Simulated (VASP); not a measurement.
Crystal: ZnS.

```
Zn S
1.0
     0.00000    2.64684    2.64684
     2.64684    0.00000    2.64684
     2.64684    2.64684    0.00000
Zn S
1 1
Direct
  0.75000 0.75000 0.75000
  0.00000 0.00000 0.00000
```

Base run:

| Quantity | Value |
| --- | --- |
| Program | VASP 6.6.1 |
| Functional | revPBE |
| Potentials or basis | VASP PAW PBE potentials, release 64 (Zn, S) |
| Cutoff | 520 eV |
| k mesh | 9 × 9 × 9 |
| Occupations | fermi-dirac, width 0.05 eV |
| Spin | no spin polarisation |

Its results: band gap on the k mesh 2.51 eV, direct; pressure 9.2 GPa.

Q: The run is repeated on the same cell with these changes: functional from revPBE to r2SCAN. What comes out?

A: Band gap on the k mesh 2.97 eV, direct; pressure 4.7 GPa.

r2SCAN gives the wider gap, since meta-GGAs in the generalised Kohn-Sham scheme recover part of the derivative discontinuity.

Caveats: the PAW data sets were made with another functional, which shifts forces and pressure a little.

